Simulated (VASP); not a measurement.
# InSb4 (Im-3m) in VASP: a series of runs

The runs below take InSb4 through single point, relaxation of cell and atoms, with PBE.

Everything below comes from runs of VASP 6.6.1. Logs are shortened: lines on timing, memory, paths and dates and some standing lists are left out, and cuts for length are marked.

**1. The cell of the first run**

It takes space group Im-3m (No. 229, cubic). Conventional cell: a = 6.903 Å, b = 6.903 Å, c = 6.903 Å, α = 90.00°, β = 90.00°, γ = 90.00°. In (site symmetry m-3m) has 8 Sb at 2.99 Å within 3.9 Å. Sb (site symmetry -3m) has 2 In at 2.99 Å and 6 Sb at 3.45 Å within 3.9 Å.

**2. Single point, PBE**

File INCAR:

```
PREC = Accurate ; ENCUT = 520
EDIFF = 1E-6 ; ISMEAR = 0
SIGMA = 0.1 ; LREAL = False
LASPH = True ; NELM = 80
ALGO = Normal ; ISIF = 2
LWAVE = False ; LCHARG = False
GGA = PE ; NBANDS = 24
```

File KPOINTS:

```
Automatic mesh
0
Gamma
  8 8 8
```

File POSCAR:

```
InSb4
1.0
   -3.4514310022      3.4514310022      3.4514310022
    3.4514310022     -3.4514310022      3.4514310022
    3.4514310022      3.4514310022     -3.4514310022
In Sb
1 4
Direct
    0.0000000000      0.0000000000      0.0000000000
    0.5000000000      0.5000000000      0.5000000000
    0.0000000000      0.0000000000      0.5000000000
    0.0000000000      0.5000000000      0.0000000000
    0.5000000000      0.0000000000      0.0000000000
```

Potentials or basis: VASP PAW PBE potentials, release 64 (In_d, Sb).

Command:

```console
$ cat potpaw_PBE.64/In_d/POTCAR potpaw_PBE.64/Sb/POTCAR > POTCAR
$ mpirun -np 1 vasp_std > vasp.out
```

OUTCAR:

```text
PREC = Accurate
   ENCUT = 520
   EDIFF = 1E-6
   ISMEAR = 0
   LREAL = False
   LASPH = True
   NELM = 80
   ISIF = 2
   GGA = PE

 ion  position               nearest neighbor table
   1  0.000  0.000  0.000-   2 2.99   3 2.99   4 2.99   5 2.99   3 2.99   4 2.99   5 2.99   2 2.99

   2  0.500  0.500  0.500-   1 2.99   1 2.99   4 3.45   5 3.45   5 3.45   4 3.45   3 3.45   3 3.45

   3  0.000  0.000  0.500-   1 2.99   1 2.99   4 3.45   5 3.45   2 3.45   4 3.45   5 3.45   2 3.45

   4  0.000  0.500  0.000-   1 2.99   1 2.99   3 3.45   5 3.45   2 3.45   3 3.45   2 3.45   5 3.45

   5  0.500  0.000  0.000-   1 2.99   1 2.99   3 3.45   4 3.45   2 3.45   2 3.45   3 3.45   4 3.45

  LATTYP: Found a body centered cubic cell.
 ALAT       =     6.9028620044

  Lattice vectors:

 A1 = (  -3.4514310022,   3.4514310022,   3.4514310022)
 A2 = (   3.4514310022,  -3.4514310022,   3.4514310022)
 A3 = (   3.4514310022,   3.4514310022,  -3.4514310022)

Analysis of symmetry for initial positions (statically):
=====================================================================
 Subroutine PRICEL returns:
 Original cell was already a primitive cell.

 Routine SETGRP: Setting up the symmetry group for a
 body centered cubic supercell.

 Subroutine GETGRP returns: Found 48 space group operations
 (whereof 48 operations were pure point group operations)
 out of a pool of 48 trial point group operations.

The static configuration has the point symmetry O_h .

Analysis of symmetry for dynamics (positions and initial velocities):
=====================================================================
 Subroutine PRICEL returns:
 Original cell was already a primitive cell.

 Routine SETGRP: Setting up the symmetry group for a
 body centered cubic supercell.

 Subroutine GETGRP returns: Found 48 space group operations
 (whereof 48 operations were pure point group operations)
 out of a pool of 48 trial point group operations.

The dynamic configuration has the point symmetry O_h .

 Subroutine INISYM returns: Found 48 space group operations
 (whereof 48 operations are pure point group operations),
 and found     1 'primitive' translations

----------------------------------------------------------------------------------------

                                     Primitive cell

  volume of cell :     164.4590

  direct lattice vectors                    reciprocal lattice vectors
    -3.451431002  3.451431002  3.451431002     0.000000000  0.144867448  0.144867448
     3.451431002 -3.451431002  3.451431002     0.144867448  0.000000000  0.144867448
     3.451431002  3.451431002 -3.451431002     0.144867448  0.144867448  0.000000000

  length of vectors
     5.978053855  5.978053855  5.978053855     0.204873509  0.204873509  0.204873509

  position of ions in fractional coordinates (direct lattice)
     0.000000000  0.000000000  0.000000000
     0.500000000  0.500000000  0.500000000
     0.000000000  0.000000000  0.500000000
     0.000000000  0.500000000  0.000000000
     0.500000000  0.000000000  0.000000000

  ion indices of the primitive-cell ions
   primitive index   ion index
                 1           1
                 2           2
                 3           3
                 4           4
                 5           5

----------------------------------------------------------------------------------------

 KPOINTS: Automatic mesh

Automatic generation of k-mesh.
 Grid dimensions read from file:
 generate k-points for:    8    8    8

 Generating k-lattice:

  Cartesian coordinates                     Fractional coordinates (reciprocal lattice)
     0.000000000  0.018108431  0.018108431     0.125000000  0.000000000  0.000000000
     0.018108431  0.000000000  0.018108431     0.000000000  0.125000000  0.000000000
     0.018108431  0.018108431  0.000000000     0.000000000  0.000000000  0.125000000

  Length of vectors
     0.025609189  0.025609189  0.025609189

  Shift w.r.t. Gamma in fractional coordinates (k-lattice)
     0.000000000  0.000000000  0.000000000

 Subroutine IBZKPT returns following result:
 ===========================================

 Found     29 irreducible k-points:

 Following reciprocal coordinates:
            Coordinates               Weight
  0.000000  0.000000  0.000000      1.000000
  0.125000  0.000000  0.000000     12.000000
  0.250000  0.000000  0.000000     12.000000
  0.375000  0.000000  0.000000     12.000000
  0.500000  0.000000  0.000000      6.000000
  0.125000  0.125000  0.000000     24.000000
[... 16 lines left out ...]
 -0.250000  0.250000  0.250000      6.000000
 -0.375000  0.375000  0.250000     24.000000
 [... further k-points ...]
   k-points           NKPTS =     29   k-points in BZ     NKDIM =     29   number of bands    NBANDS=     24
   number of dos      NEDOS =    301   number of ions     NIONS =      5
   total plane-waves  NPLWV = 110592
   dimension x,y,z NGX =    48 NGY =   48 NGZ =   48
   dimension x,y,z NGXF=    96 NGYF=   96 NGZF=   96
   ions per type =               1   4
   NGX,Y,Z   is equivalent  to a cutoff of  13.35, 13.35, 13.35 a.u.
   NGXF,Y,Z  is equivalent  to a cutoff of  26.70, 26.70, 26.70 a.u.
 SYSTEM =  unknown system
   PREC   = accura    normal or accurate (medium, high low for compatibility)
   ISTART =      0    job   : 0-new  1-cont  2-samecut
   ICHARG =      2    charge: 1-file 2-atom 10-const
   ISPIN  =      1    spin polarized calculation?
   LNONCOLLINEAR =      F non collinear calculations
   LSORBIT =      F    spin-orbit coupling
   LASPH  =      T    aspherical Exc in radial PAW
   ENCUT  =  520.0 eV  38.22 Ry    6.18 a.u.  11.12 11.12 11.12*2*pi/ulx,y,z
   NELM   =     80;   NELMIN=  2; NELMDL= -5     # of ELM steps
   EDIFF  = 0.1E-05   stopping-criterion for ELM
   LREAL  =      F    real-space projection
   EDIFFG = 0.1E-04   stopping-criterion for IOM
   NSW    =      0    number of steps for IOM
   IBRION =     -1    ionic relax: 0-MD 1-quasi-New 2-CG
   NFREE  =      0    steps in history (QN), initial steepest desc. (CG)
   ISIF   =      2    stress and relaxation
   ISYM   =      2    0-nonsym 1-usesym 2-fastsym
   POTIM  = 0.5000    time-step for ionic-motion
   TEBEG  =    0.0;   TEEND  =   0.0 temperature during run
   PSTRESS=    0.0 pullay stress
   NELECT =      33.0000    total number of electrons
   NUPDOWN=      -1.0000    fix difference up-down
   EMIN   =  10.00;   EMAX   =-10.00  energy-range for DOS
   EFERMI =   0.00;   METHOD = LEGACY
   ISMEAR =     0;   SIGMA  =   0.10  broadening in eV -4-tet -1-fermi 0-gaus
   EFERMI_NEDOS =   21; number of points for ismear=-14 and -15
   IALGO  =     38    algorithm
   IMIX   =      4    mixing-type and parameters
     AMIX     =   0.40;   BMIX     =  1.00
     AMIX_MAG =   1.60;   BMIX_MAG =  1.00
  volume/ion in A,a.u.               =      32.89       221.96
  Fermi-wavevector in a.u.,A,eV,Ry     =   0.958430  1.811170 12.498143  0.918588
  Thomas-Fermi vector in A             =   2.087536
   LORBIT       =      0    0 simple, 1 ext, 2 COOP (PROOUT), +10 PAW based schemes
   GGA     = PE    functional components
   LHFCALC =     F    Hartree Fock is set to
   AEXX    =    0.0000 exact exchange contribution
   IVDW    =     0    specifies the selected vdW correction
   LEPSILON=     F    determine dielectric tensor
   LRPA    =     F    only Hartree local field effects (RPA)
 non-spin polarized calculation
 Gauss-broadening in eV      SIGMA  =   0.10
  energy-cutoff  :      520.00
  volume of cell :      164.46
 maximum number of plane-waves:      4451
 NGX is ok and might be reduce to    48
   NGX = 23   NGY = 23   NGZ = 23

 number of electron      33.0000007 magnetization

 Free energy of the ion-electron system (eV)
  ---------------------------------------------------
  ext. energy  EPLUGINS =         0.00000000
  ---------------------------------------------------
  free energy    TOTEN  =       -17.38569463 eV

  energy without entropy =      -17.37134886  energy(sigma->0) =      -17.37852174

 E-fermi :   5.7997     XC(G=0):  -9.1138

 val. band max:        5.7854375589   @ k =   0.2500   0.2500   0.1250
 cond. band min:       5.8000168487   @ k =   0.2500   0.2500   0.1250
 fundamental gap:      0.0145792897
 Fermi energy:         5.7997226939

 k-point     1 :       0.0000    0.0000    0.0000
  band No.  band energies     occupation
      1      -9.0753      2.00000
      2      -9.0753      2.00000
      3      -9.0753      2.00000
      4      -8.9675      2.00000
      5      -8.9675      2.00000
      6      -5.7213      2.00000
[... 16 lines left out ...]
     23      10.1804      0.00000
     24      10.1804      0.00000

 k-point     2 :       0.1250    0.0000    0.0000
  band No.  band energies     occupation
      1      -9.0758      2.00000
      2      -9.0745      2.00000
      3      -9.0729      2.00000
      4      -8.9679      2.00000
      5      -8.9679      2.00000
      6      -5.6362      2.00000
[... 16 lines left out ...]
     23       9.7390      0.00000
     24       9.9800      0.00000

 k-point     3 :       0.2500    0.0000    0.0000
  band No.  band energies     occupation
      1      -9.0769      2.00000
      2      -9.0726      2.00000
      3      -9.0669      2.00000
      4      -8.9690      2.00000
      5      -8.9689      2.00000
      6      -5.3834      2.00000
[... 16 lines left out ...]
     23       9.4962      0.00000
     24       9.5806      0.00000
[... 514 lines left out ...]
 k-point    23 :      -0.2500    0.2500    0.2500
  band No.  band energies     occupation
      1      -9.0688      2.00000
      2      -9.0688      2.00000
      3      -9.0674      2.00000
      4      -8.9707      2.00000
      5      -8.9704      2.00000
      6      -5.0652      2.00000
[... 16 lines left out ...]
     23       9.6913      0.00000
     24      10.5946      0.00000

 k-point    24 :      -0.3750    0.3750    0.2500
  band No.  band energies     occupation
      1      -9.0690      2.00000
      2      -9.0661      2.00000
      3      -9.0618      2.00000
      4      -8.9718      2.00000
      5      -8.9716      2.00000
      6      -4.6880      2.00000
[... 16 lines left out ...]
     23       9.4911      0.00000
     24      10.1181      0.00000

 [... further k-points ...]
[... 5 lines left out ...]
  --------------------------------------------------------------------------------------
  -------------------------------------------------------------------------------------
  Total       -0.0844461     -0.0844461     -0.0844461     -0.0000000      0.0000000     -0.0000000
  in kB       -0.8226835     -0.8226835     -0.8226835     -0.0000000      0.0000000     -0.0000000
  external PRESSURE =      -0.8226835 kB  Pullay stress =       0.0000000 kB

 VOLUME and BASIS-vectors are now :
 -----------------------------------------------------------------------------
  energy-cutoff  :      520.00
  volume of cell :      164.46
      direct lattice vectors                 reciprocal lattice vectors
    -3.451431002  3.451431002  3.451431002     0.000000000  0.144867448  0.144867448
     3.451431002 -3.451431002  3.451431002     0.144867448  0.000000000  0.144867448
     3.451431002  3.451431002 -3.451431002     0.144867448  0.144867448  0.000000000

 POSITION                                       TOTAL-FORCE (eV/Angst)
 -----------------------------------------------------------------------------------
      0.00000      0.00000      0.00000        -0.000000     -0.000000     -0.000000
      1.72572      1.72572      1.72572         0.000000      0.000000      0.000000
      1.72572      1.72572     -1.72572         0.000000     -0.000000      0.000000
      1.72572     -1.72572      1.72572        -0.000000      0.000000     -0.000000
     -1.72572      1.72572      1.72572         0.000000     -0.000000      0.000000
 -----------------------------------------------------------------------------------
    total drift:                                0.000000      0.000000     -0.000000

  FREE ENERGIE OF THE ION-ELECTRON SYSTEM (eV)
  ---------------------------------------------------
  free  energy   TOTEN  =       -17.3856946317 eV

  energy  without entropy=      -17.3713488555  energy(sigma->0) =      -17.37852174
```

Run time: 3.2 min. Hardware: 1 thread of AMD EPYC 7R13 (Zen 3), shared host; peak memory 0.34 GiB.

What came out:

| Property | Result |
| --- | --- |
| Free energy | -17.3857 eV |
| Pressure | -0.1 GPa |

Caveat: spin-orbit coupling is left out, which moves the levels of the heavy elements.

**3. Relaxation of cell and atoms, PBE**

This run uses another cell than the first one, of 32.82 Å³/atom, 0.998 times its volume.

File INCAR:

```
ALGO = Normal ; EDIFF = 1E-6
EDIFFG = -0.01 ; ENCUT = 600
GGA = PE ; IBRION = 2
ISIF = 3 ; ISMEAR = 0
LASPH = T ; LCHARG = F
LREAL = F ; LWAVE = F
NELM = 100 ; NSW = 100
PREC = Accurate ; SIGMA = 0.1
```

File KPOINTS:

```
k-points
0
Gamma
  8 8 8
```

Edit POSCAR of step 2 so:

```diff
@@ -2,5 +2,5 @@
 1.0
-   -3.4514310022      3.4514310022      3.4514310022
-    3.4514310022     -3.4514310022      3.4514310022
-    3.4514310022      3.4514310022     -3.4514310022
+   -3.4488906878      3.4488906878      3.4488906878
+    3.4488906878     -3.4488906878      3.4488906878
+    3.4488906878      3.4488906878     -3.4488906878
 In Sb
```

Potentials or basis: VASP PAW PBE potentials, release 64 (In_d, Sb).

Command:

```console
$ cat potpaw_PBE.64/In_d/POTCAR potpaw_PBE.64/Sb/POTCAR > POTCAR
$ mpirun -np 1 vasp_std > vasp.out
```

It took 3.9 min on 1 thread of AMD EPYC 7R13 (Zen 3), shared host; peak memory 0.35 GiB.

It converged, with:

| Property | Result |
| --- | --- |
| Free energy | -17.3821 eV |
| Pressure after relaxing | 0.0 GPa |

Final structure:
```xyz
5
Lattice="-3.4489 3.4489 3.4489 3.4489 -3.4489 3.4489 3.4489 3.4489 -3.4489" Properties=species:S:1:pos:R:3 pbc="T T T"
In    0.0000    0.0000    0.0000
Sb    1.7244    1.7244    1.7244
Sb    1.7244    1.7244   -1.7244
Sb    1.7244   -1.7244    1.7244
Sb   -1.7244    1.7244    1.7244
```

Levels at points of the mesh, in eV from the Fermi level:
```tsv
k point	band 14	band 15	band 16	band 17	band 18	band 19
(0.00, 0.00, 0.00)	-2.75	-2.75	-2.75	1.52	1.52	1.52
(0.50, 0.00, 0.00)	-1.19	-1.18	-1.13	-0.29	0.08	0.38
(0.50, 0.50, 0.50)	-1.69	-1.69	2.16	2.16	2.16	2.83
```

Caveat: the relaxation stopped at its first step, so nothing moved; the bands computed are all filled at some k points, so no gap is given; spin-orbit coupling is left out, which moves the levels of the heavy elements.
